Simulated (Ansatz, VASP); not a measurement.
**One calculation of Ca, two programs**

INCAR

```
SYSTEM = Ca
ALGO = Normal
EDIFF = 1E-6
ENCUT = 520
GGA = CA
ISIF = 2
ISMEAR = -1
LASPH = .True.
LCHARG = .False.
LREAL = .False.
LWAVE = .False.
NBANDS = 11
NELM = 80
PREC = Accurate
SIGMA = 0.05
```

KPOINTS

```
k-points
0
Gamma
  8 8 8
  0 0 0
```

Contents of POSCAR:

```
Ca
1.0
    0.0000000000      2.7754464148      2.7754464148
    2.7754464148      0.0000000000      2.7754464148
    2.7754464148      2.7754464148      0.0000000000
Ca
1
Direct
    0.0000000000      0.0000000000      0.0000000000
```

File input.yaml:

```yaml
crystal:
  lattice:
    - [0.0, 2.7754464148, 2.7754464148]
    - [2.7754464148, 0.0, 2.7754464148]
    - [2.7754464148, 2.7754464148, 0.0]
  atoms:
    - { symbol: Ca, position: [0.0, 0.0, 0.0] }
hamiltonian:
  xc: lda
  pseudopotentials: { kind: paw }
kpoints:
  mp_grid: { grid: [8, 8, 8] }
scf:
  occupations: { method: fermi_dirac, width: 0.05 }
output:
  forces: true
  stress: true
  eigenvalues: true
  write_density: true
  write_potential: true
  elf: true
  volumetric_format: npy
```

Alike in both runs: task single point; functional LDA; k mesh 8 × 8 × 8; occupations fermi-dirac, width 0.05 eV; no spin polarisation.

|  | VASP | Ansatz |
| --- | --- | --- |
| version | VASP 6.6.1 | Ansatz 0.2.0 |
| potentials or method | VASP PAW LDA potentials, release 64 (Ca_sv) | Ansatz PAW |
| plane-wave cutoff (eV) | 520 | 420 |
| valence electrons in the cell | 10 | 10 |

|  | VASP | Ansatz | Ansatz less VASP |
| --- | --- | --- | --- |
| gap on the k mesh at the Fermi level (eV) | none | none | - |
| pressure (GPa) | -1.9 | -1.9 | +0.01 |

LDA's correlation is that of Perdew and Zunger in VASP and of Perdew and Wang (1992) in Ansatz. A gap of «none» marks a metal or a gap that the smearing closes.
